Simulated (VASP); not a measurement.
A run of VASP 6.6.1 is set up as follows.

File POSCAR:

```
Pt
1.0
    0.0000000000      1.9705765473      1.9705765473
    1.9705765473      0.0000000000      1.9705765473
    1.9705765473      1.9705765473      0.0000000000
Pt
1
Direct
    0.0000000000      0.0000000000      0.0000000000
```

Contents of INCAR.step1:

```
SYSTEM = Pt
PREC = Accurate ; ENCUT = 520
ISMEAR = 0 ; SIGMA = 0.1
LREAL = .False. ; LASPH = .True.
NELM = 80 ; NBANDS = 11
GGA = PE ; ALGO = Normal
EDIFF = 1E-4 ; LWAVE = .True.
LCHARG = .False.
```

The input INCAR.step2:

```
SYSTEM = Pt
PREC = Accurate ; ENCUT = 520
EDIFF = 1E-7 ; ISMEAR = 0
SIGMA = 0.1 ; LREAL = .False.
LASPH = .True. ; NELM = 80
ALGO = Normal ; ISIF = 2
LWAVE = .False. ; LCHARG = .False.
METAGGA = R2SCAN ; LMIXTAU = .True.
NBANDS = 11 ; ISTART = 1
```

KPOINTS

```
Automatic mesh
0
Gamma
  14 14 14
  0 0 0
```

Potentials or basis: VASP PAW PBE potentials, release 64 (Pt).

Command:

```bash
$ cat potpaw_PBE.64/Pt/POTCAR > POTCAR
$ cp INCAR.step1 INCAR
$ mpirun -np 1 vasp_std > vasp.out
$ cp INCAR.step2 INCAR
$ mpirun -np 1 vasp_std > vasp.out
```

Question: Estimate the pressure.

Answer: 0.3 GPa.

Question: Predict the band gap on the k mesh.

Answer: Zero (band 5 reaches 11.24 eV, above the bottom of band 6 at 8.92 eV).

Caveat: the PAW data sets were made with another functional, which shifts forces and pressure a little; spin-orbit coupling is left out, which moves the levels of the heavy elements.
